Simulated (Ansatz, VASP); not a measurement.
# Mn: VASP beside Ansatz

POSCAR

```
Mn
1.0
   -1.3948927939      1.3948927939      1.3948927939
    1.3948927939     -1.3948927939      1.3948927939
    1.3948927939      1.3948927939     -1.3948927939
Mn
1
Direct
    0.0000000000      0.0000000000      0.0000000000
```

File INCAR.step1:

```
SYSTEM = Mn
ALGO = Normal ; EDIFF = 1E-4
ENCUT = 520 ; GGA = PE
ISMEAR = 0 ; ISPIN = 2
LASPH = .True. ; LCHARG = .False.
LMAXMIX = 4 ; LREAL = .False.
LWAVE = .True. ; MAGMOM = 0.5
NBANDS = 16 ; NELM = 150
PREC = Accurate ; SIGMA = 0.05
```

Contents of INCAR.step2:

```
SYSTEM = Mn
ALGO = Normal ; EDIFF = 1E-6
ENCUT = 520 ; ISIF = 2
ISMEAR = 0 ; ISPIN = 2
ISTART = 1 ; LASPH = .True.
LCHARG = .True. ; LELF = .True.
LMAXMIX = 4 ; LMIXTAU = .True.
LORBIT = 11 ; LREAL = .False.
LVHAR = .True. ; LWAVE = .False.
MAGMOM = 0.5 ; METAGGA = R2SCAN
NBANDS = 16 ; NELM = 150
PREC = Accurate ; SIGMA = 0.05
```

KPOINTS

```
k-points
0
Gamma
  20 20 20
  0 0 0
```

Input for Ansatz:

```yaml
crystal:
  lattice:
    - [-1.3948927939, 1.3948927939, 1.3948927939]
    - [1.3948927939, -1.3948927939, 1.3948927939]
    - [1.3948927939, 1.3948927939, -1.3948927939]
  atoms:
    - { symbol: Mn, position: [0.0, 0.0, 0.0], spin: 0.5 }
basis:
  ecutwfc: 500
  ecutrho_ratio: 4
kpoints:
  mp_grid: { grid: [20, 20, 20] }
hamiltonian:
  xc: r2scan
scf:
  occupations: { method: gaussian, width: 0.05 }
output:
  forces: true
  stress: true
  eigenvalues: true
  populations: true
magnetization:
  spin_polarized: true
```

Alike in both runs: task single point; functional r2SCAN; k mesh 20 × 20 × 20; occupations gaussian, width 0.05 eV; collinear spin.

|  | VASP | Ansatz |
| --- | --- | --- |
| version | VASP 6.6.1 | Ansatz 0.2.0 |
| potentials or method | VASP PAW PBE potentials, release 64 (Mn_pv), cutoff 520 eV | scalar-relativistic, plane waves, PAW |
| valence electrons in the cell | 13 | 15 |

```tsv
	VASP	Ansatz	Ansatz less VASP
gap on the k mesh at the Fermi level (eV)	none	none	-
pressure (GPa)	-9.5	0.0	+9.45
traceless stress, the component that is largest in VASP (GPa)	0.00	0.87	+0.866
net moment per atom (μB)	0.00	1.07	+1.065
size of the moment on the site where the two differ most (μB)	0.00	1.11	+1.108
```

The net moments are unlike, so the other rows may belong to different states. VASP's potentials were made for PBE, not for r2SCAN. Site moments also hang on the region over which each program counts them. A gap of «none» marks a metal or a gap that the smearing closes. VASP's potentials hold 13 valence electrons a cell and Ansatz's 15, so a difference there can come from the potentials and not from the codes. Ansatz's warnings: stability check not made.
